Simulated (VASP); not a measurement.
# TeS2: density of states with PBE

The system is TeS2.

```
S Te
1.0
     5.60412    0.00000    0.00000
     0.00000    5.60412    0.00000
     0.00000    0.00000    4.41183
S Te
4 2
Direct
  0.32700 0.32700 0.00000
  0.17300 0.82700 0.50000
  0.67300 0.67300 0.00000
  0.82700 0.17300 0.50000
  0.00000 0.00000 0.00000
  0.50000 0.50000 0.50000
```

```yaml
Program: VASP 6.6.1
Task: density of states
Functional: PBE
Potentials_or_basis: VASP PAW PBE potentials, release 64 (S, Te)
Cutoff: 400 eV
k_mesh: 6 × 6 × 8
Occupations: fermi-dirac, width 0.0514 eV
Spin: no spin polarisation
Dipole_correction: no
k_mesh_for_the_DOS: 9 × 9 × 12
Occupations_for_the_DOS: tetrahedron
Further_INCAR_settings: ALGO = Normal; EDIFF = 1e-06
```

| Item | Value |
| --- | --- |
| Valence electrons inside the program's atomic spheres | S 3.68; Te 3.19 |

Levels at points of the mesh, in eV from the Fermi level:
```csv
k point,band 15,band 16,band 17,band 18,band 19,band 20,band 21,band 22
"(0.00, 0.00, 0.00)",-2.64,-1.62,-1.62,-0.77,-0.77,-0.53,1.80,4.39
"(0.00, 0.00, 0.50)",-2.23,-2.23,-0.60,-0.60,2.57,2.57,3.38,3.38
```

Run time: 5.3 min on 1 thread of Intel Xeon 8259CL, on a shared host, peak memory 0.32 GiB.

Caveat: spin-orbit coupling is left out, which moves the levels of the heavy elements.
